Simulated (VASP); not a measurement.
# SiH4C16 in VASP: further runs

Runs on SiH4C16. Level: LDA. Tasks: single point.

All numbers are computed with VASP 6.6.1; they aren't measurements. Logs are shortened: lines on timing, memory, paths and dates and some standing lists are left out, and cuts for length are marked.

## (1) The cell of the first run

The cell holds a slab with vacuum, 21 atoms: a = 5.049 Å, b = 5.049 Å, c = 15.676 Å, α = 90.00°, β = 90.00°, γ = 60.00°.

## (2) Single point, LDA, collinear spin

INCAR

```
  ALGO = Normal
  EDIFF = 1E-7
  ENCUT = 520
  GGA = CA
  ISIF = 2
  ISMEAR = 0
  ISPIN = 2
  LASPH = T
  LCHARG = F
  LORBIT = 11
  LREAL = Auto
  LWAVE = F
  MAGMOM = 0 0 0 0 0 0 0 0 0 0 0 0 0 0 0 0 -0.21 0 0 0 0.08
  NBANDS = 56
  NELM = 150
  PREC = Accurate
  SIGMA = 0.05
```

KPOINTS

```
k-points
0
Gamma
  3 3 1
```

POSCAR

```
SiH4C16
1.0
    5.0487420000      0.0000000000      0.0000000000
    2.5243710000      4.3723390000      0.0000000000
    0.0000000000      0.0000000000     15.6764260000
H C Si
4 16 1
Direct
    0.1666667848      0.1666666285      0.0637901139
    0.6666667848      0.1666666285      0.0637901139
    0.1666666285      0.6666667429      0.0637901139
    0.6666666285      0.6666667429      0.0637901139
    0.1666667848      0.1666666285      0.1339591052
    0.6666667848      0.1666666285      0.1339591052
    0.1666666285      0.6666667429      0.1339591052
    0.6666666285      0.6666667429      0.1339591052
   -0.1666666285      0.3333332571      0.1668292250
    0.3333333715      0.3333332571      0.1668292250
   -0.1666667848      0.8333333715      0.1668292250
    0.3333332152      0.8333333715      0.1668292250
   -0.1719110967      0.3373928691      0.2681010327
    0.3275499077      0.3374852682      0.2680853404
   -0.1689406169      0.8310432928      0.2619620059
    0.3302277942      0.8327611377      0.2711059906
   -0.0078450521      0.0038043711      0.2955354109
    0.4965445004      0.0038318163      0.2953181420
   -0.0073833880      0.5074720876      0.2924196497
    0.4973877309      0.4979817439      0.2937044451
    0.7433818516      0.0038389064      0.3880425934
```

Potentials or basis: VASP PAW LDA potentials, release 64 (H, C, Si).

Launch:

```bash
> cat potpaw_LDA.64/H/POTCAR potpaw_LDA.64/C/POTCAR potpaw_LDA.64/Si/POTCAR > POTCAR
> mpirun -np 1 vasp_std > vasp.out
```

OUTCAR:

```text
EDIFF = 1E-7
   ENCUT = 520
   GGA = CA
   ISIF = 2
   ISMEAR = 0
   ISPIN = 2
   LASPH = T
   LORBIT = 11
   LREAL = Auto
   NELM = 150
   PREC = Accurate

 ion  position               nearest neighbor table
   1  0.167  0.167  0.064-   5 1.10
   2  0.667  0.167  0.064-   6 1.10
   3  0.167  0.667  0.064-   7 1.10
   4  0.667  0.667  0.064-   8 1.10
   5  0.167  0.167  0.134-   1 1.10  10 1.55  12 1.55   9 1.55
   6  0.667  0.167  0.134-   2 1.10   9 1.55  11 1.55  10 1.55
   7  0.167  0.667  0.134-   3 1.10  12 1.55  11 1.55  10 1.55
   8  0.667  0.667  0.134-   4 1.10  11 1.55  12 1.55   9 1.55
   9  0.833  0.333  0.167-   6 1.55   5 1.55   8 1.55  13 1.59
  10  0.333  0.333  0.167-   5 1.55   6 1.55   7 1.55  14 1.59
  11  0.833  0.833  0.167-  15 1.49   8 1.55   6 1.55   7 1.55
  12  0.333  0.833  0.167-   7 1.55   5 1.55   8 1.55  16 1.63
  13  0.828  0.337  0.268-  20 1.50  19 1.51  17 1.52   9 1.59
  14  0.328  0.337  0.268-  20 1.50  19 1.51  18 1.52  10 1.59
  15  0.831  0.831  0.262-  11 1.49  19 1.49  17 1.55  18 1.55  21 2.12
  16  0.330  0.833  0.271-  20 1.51  18 1.52  17 1.53  12 1.63
  17  0.992  0.004  0.296-  13 1.52  16 1.53  15 1.55  21 1.92
  18  0.497  0.004  0.295-  14 1.52  16 1.52  15 1.55  21 1.91
  19  0.993  0.507  0.292-  15 1.49  13 1.51  14 1.51
  20  0.497  0.498  0.294-  14 1.50  13 1.50  16 1.51
  21  0.743  0.004  0.388-  18 1.91  17 1.92  15 2.12

  LATTYP: Found a hexagonal cell.
 ALAT       =     5.0487421480
 C/A-ratio  =     3.1050161685

  Lattice vectors:

 A1 = (  -2.5243710000,  -4.3723390000,   0.0000000000)
 A2 = (   5.0487420000,   0.0000000000,   0.0000000000)
 A3 = (   0.0000000000,   0.0000000000,  15.6764260000)

Analysis of symmetry for initial positions (statically):
=====================================================================
 Subroutine PRICEL returns:
 Original cell was already a primitive cell.

 Routine SETGRP: Setting up the symmetry group for a
 hexagonal supercell.

 Subroutine GETGRP returns: Found  1 space group operations
 (whereof  1 operations were pure point group operations)
 out of a pool of 24 trial point group operations.

The static configuration has the point symmetry C_1 .

Analysis of symmetry for dynamics (positions and initial velocities):
=====================================================================
 Subroutine PRICEL returns:
 Original cell was already a primitive cell.

 Routine SETGRP: Setting up the symmetry group for a
 hexagonal supercell.

 Subroutine GETGRP returns: Found  1 space group operations
 (whereof  1 operations were pure point group operations)
 out of a pool of 24 trial point group operations.

The dynamic configuration has the point symmetry C_1 .

Analysis of structural, dynamic, and magnetic symmetry:
=====================================================================
 Subroutine PRICEL returns:
 Original cell was already a primitive cell.

 Routine SETGRP: Setting up the symmetry group for a
 hexagonal supercell.

 Subroutine GETGRP returns: Found  1 space group operations
 (whereof  1 operations were pure point group operations)
 out of a pool of 24 trial point group operations.

The overall configuration has the point symmetry C_1 .

 Subroutine INISYM returns: Found  1 space group operations
 (whereof  1 operations are pure point group operations),
 and found     1 'primitive' translations

----------------------------------------------------------------------------------------

                                     Primitive cell

  volume of cell :     346.0541

  direct lattice vectors                    reciprocal lattice vectors
     5.048742000  0.000000000  0.000000000     0.198069143 -0.114355268  0.000000000
     2.524371000  4.372339000  0.000000000     0.000000000  0.228710537  0.000000000
     0.000000000  0.000000000 15.676426000     0.000000000  0.000000000  0.063790050

  length of vectors
     5.048742000  5.048742148 15.676426000     0.228710544  0.228710537  0.063790050

  position of ions in fractional coordinates (direct lattice)
     0.166666785  0.166666629  0.063790114
     0.666666785  0.166666629  0.063790114
     0.166666629  0.666666743  0.063790114
     0.666666629  0.666666743  0.063790114
     0.166666785  0.166666629  0.133959105
     0.666666785  0.166666629  0.133959105
[... 13 lines left out ...]
     0.497387731  0.497981744  0.293704445
     0.743381852  0.003838906  0.388042593

[... 65 lines left out ...]
 SYSTEM =  unknown system
   PREC   = accura    normal or accurate (medium, high low for compatibility)
   ISTART =      0    job   : 0-new  1-cont  2-samecut
   ICHARG =      2    charge: 1-file 2-atom 10-const
   ISPIN  =      2    spin polarized calculation?
   LNONCOLLINEAR =      F non collinear calculations
   LSORBIT =      F    spin-orbit coupling
   LASPH  =      T    aspherical Exc in radial PAW
   ENCUT  =  520.0 eV  38.22 Ry    6.18 a.u.   9.39  9.39 29.15*2*pi/ulx,y,z
   NELM   =    150;   NELMIN=  2; NELMDL= -5     # of ELM steps
   EDIFF  = 0.1E-06   stopping-criterion for ELM
   LREAL  =      T    real-space projection
   EDIFFG = 0.1E-05   stopping-criterion for IOM
   NSW    =      0    number of steps for IOM
   IBRION =     -1    ionic relax: 0-MD 1-quasi-New 2-CG
   NFREE  =      0    steps in history (QN), initial steepest desc. (CG)
   ISIF   =      2    stress and relaxation
   ISYM   =      2    0-nonsym 1-usesym 2-fastsym
   POTIM  = 0.5000    time-step for ionic-motion
   TEBEG  =    0.0;   TEEND  =   0.0 temperature during run
   PSTRESS=    0.0 pullay stress
   NELECT =      72.0000    total number of electrons
   NUPDOWN=      -1.0000    fix difference up-down
   EMIN   =  10.00;   EMAX   =-10.00  energy-range for DOS
   EFERMI =   0.00;   METHOD = LEGACY
   ISMEAR =     0;   SIGMA  =   0.05  broadening in eV -4-tet -1-fermi 0-gaus
   EFERMI_NEDOS =   21; number of points for ismear=-14 and -15
   IALGO  =     38    algorithm
   IMIX   =      4    mixing-type and parameters
     AMIX     =   0.40;   BMIX     =  1.00
     AMIX_MAG =   1.60;   BMIX_MAG =  1.00
  volume/ion in A,a.u.               =      16.48       111.20
  Fermi-wavevector in a.u.,A,eV,Ry     =   0.970073  1.833172 12.803642  0.941041
  Thomas-Fermi vector in A             =   2.100178
   LORBIT       =     11    0 simple, 1 ext, 2 COOP (PROOUT), +10 PAW based schemes
   GGA     = CA    functional components
   LHFCALC =     F    Hartree Fock is set to
   AEXX    =    0.0000 exact exchange contribution
   IVDW    =     0    specifies the selected vdW correction
   LEPSILON=     F    determine dielectric tensor
   LRPA    =     F    only Hartree local field effects (RPA)
 spin polarized calculation
 Gauss-broadening in eV      SIGMA  =   0.05
  energy-cutoff  :      520.00
  volume of cell :      346.05
 maximum number of plane-waves:      9383
 NGX is ok and might be reduce to    40
   NGX = 19   NGY = 19   NGZ = 59

 number of electron      72.0000001 magnetization      -0.0000094

 number of electron      72.0000001 magnetization       0.0000042

 Free energy of the ion-electron system (eV)
  ---------------------------------------------------
  ext. energy  EPLUGINS =         0.00000000
  ---------------------------------------------------
  free energy    TOTEN  =      -175.55414027 eV

  energy without entropy =     -175.55414027  energy(sigma->0) =     -175.55414027

 E-fermi :   0.3610     XC(G=0):  -5.6545

 val. band max:        0.1165485378   @ k =  -0.3333   0.3333   0.0000
 cond. band min:       0.7046069329   @ k =   0.0000   0.3333   0.0000
 fundamental gap:      0.5880583951
 Fermi energy:         0.3609740118

 spin component 1

 k-point     1 :       0.0000    0.0000    0.0000
  band No.  band energies     occupation
      1     -20.2190      1.00000
      2     -17.4800      1.00000
      3     -15.2723      1.00000
      4     -14.8542      1.00000
      5     -14.6587      1.00000
      6     -13.9336      1.00000
[... 244 lines left out ...]
     47       7.1122      0.00000
     48       7.1726      0.00000
 Fermi energy:         0.3609740118

 spin component 2

 k-point     1 :       0.0000    0.0000    0.0000
  band No.  band energies     occupation
      1     -20.2190      1.00000
      2     -17.4800      1.00000
      3     -15.2723      1.00000
      4     -14.8542      1.00000
      5     -14.6587      1.00000
      6     -13.9336      1.00000
[... 244 lines left out ...]
     47       7.1121      0.00000
     48       7.1726      0.00000
 [bands above 48 left out]

------------------------ aborting loop because EDIFF is reached ----------------------------------------

  FORCE on cell =-STRESS in cart. coord.  units (eV):
  Direction    XX          YY          ZZ          XY          YZ          ZX
  --------------------------------------------------------------------------------------
  -------------------------------------------------------------------------------------
  Total       -8.8439077    -10.2526974     -1.9869661      0.1619349     -1.0262636      1.0418430
  in kB      -40.9459282    -47.4684073     -9.1993465      0.7497338     -4.7514420      4.8235724
  external PRESSURE =     -32.5378940 kB  Pullay stress =       0.0000000 kB

 VOLUME and BASIS-vectors are now :
 -----------------------------------------------------------------------------
  energy-cutoff  :      520.00
  volume of cell :      346.05
      direct lattice vectors                 reciprocal lattice vectors
     5.048742000  0.000000000  0.000000000     0.198069143 -0.114355268  0.000000000
     2.524371000  4.372339000  0.000000000     0.000000000  0.228710537  0.000000000
     0.000000000  0.000000000 15.676426000     0.000000000  0.000000000  0.063790050

 POSITION                                       TOTAL-FORCE (eV/Angst)
 -----------------------------------------------------------------------------------
      1.26219      0.72872      1.00000        -0.010976      0.015543     -0.288824
      3.78656      0.72872      1.00000        -0.010639     -0.030170     -0.231463
      2.52437      2.91489      1.00000        -0.024610      0.007120     -0.280124
      5.04874      2.91489      1.00000         0.000079      0.006050     -0.279578
      1.26219      0.72872      2.10000        -0.008281     -0.081184      1.925744
      3.78656      0.72872      2.10000        -0.008647      0.165051      1.823646
[... 13 lines left out ...]
      3.76827      2.17735      4.60424         0.071071     -0.016420      0.031556
      3.76283      0.01679      6.08312         0.061968     -0.218781      0.036984
 -----------------------------------------------------------------------------------
    total drift:                                0.033269     -0.005740      0.038218

  FREE ENERGIE OF THE ION-ELECTRON SYSTEM (eV)
  ---------------------------------------------------
  free  energy   TOTEN  =      -175.5541402717 eV

  energy  without entropy=     -175.5541402717  energy(sigma->0) =     -175.55414027

 total charge

# of ion       s       p       d       tot
------------------------------------------
    1        0.631   0.044   0.000   0.676
    2        0.630   0.044   0.000   0.675
    3        0.632   0.044   0.000   0.676
    4        0.632   0.044   0.000   0.676
    5        0.827   1.760   0.000   2.588
    6        0.828   1.761   0.000   2.590
[... 13 lines left out ...]
   20        0.834   1.686   0.000   2.521
   21        0.859   0.728   0.000   1.587
--------------------------------------------------
tot         16.580  28.647   0.000  45.227

 magnetization (x)

# of ion       s       p       d       tot
------------------------------------------
    1       -0.000  -0.000   0.000  -0.000
    2       -0.000  -0.000   0.000  -0.000
    3       -0.000  -0.000   0.000  -0.000
    4       -0.000  -0.000   0.000  -0.000
    5       -0.000  -0.000   0.000  -0.000
    6       -0.000  -0.000   0.000  -0.000
[... 13 lines left out ...]
   20       -0.000   0.000   0.000   0.000
   21       -0.000  -0.000   0.000  -0.000
--------------------------------------------------
tot         -0.000  -0.000   0.000  -0.000
```

Run time: 10 min. Hardware: 1 thread of Intel Xeon Platinum 8488C (Sapphire Rapids), shared host; peak memory 0.45 GiB.

Results:

| Property | Result |
| --- | --- |
| Free energy | -175.5541 eV |
| Largest force | 2.675 eV/Å |
| Band gap on the k mesh | 0.59 eV (least direct gap 0.59 eV) |
| Net moment | 0.00 μB per cell |
| Valence electrons inside the program's atomic spheres | H 0.68; C 2.59, 2.53, 2.57, 2.52, 2.61, 2.56, 2.51 (each value once); Si 1.59 |

Forces in eV/Å, atoms in the order of the input:
```
H   -0.011  0.016 -0.289
H   -0.011 -0.030 -0.231
H   -0.025  0.007 -0.280
H    0.000  0.006 -0.280
C   -0.008 -0.081  1.926
C   -0.009  0.165  1.824
C    0.140 -0.012  1.759
C   -0.157 -0.018  1.751
C   -0.150  0.157 -1.476
C   -0.044  0.169 -1.487
C   -0.095 -0.050 -2.673
C   -0.123  0.030 -0.695
C    0.054 -0.022  0.018
C    0.040 -0.022  0.003
C    0.048 -0.006  0.025
C    0.030 -0.007 -0.027
C    0.080 -0.025  0.015
C    0.045 -0.015  0.027
C    0.062 -0.027  0.021
C    0.071 -0.016  0.032
Si   0.062 -0.219  0.037
```

Levels at points of the mesh, in eV from the valence-band top:
Spin up:
```tsv
k point	band 34	band 35	band 36	band 37	band 38	band 39
(0.00, 0.00, 0.00)	-0.85	-0.84	-0.27	0.69	2.86	2.99
```
Spin down:
| k point | band 33 | band 34 | band 35 | band 36 | band 37 | band 38 | band 39 | band 40 |
| --- | --- | --- | --- | --- | --- | --- | --- | --- |
| (0.00, 0.00, 0.00) | -1.00 | -0.85 | -0.84 | -0.27 | 0.69 | 2.86 | 2.99 | 4.22 |

Caveat: the k points lie up to 0.48 Å⁻¹ apart; there is no dipole correction, which matters where the two faces differ.

(Continued in part 2 of 2.)
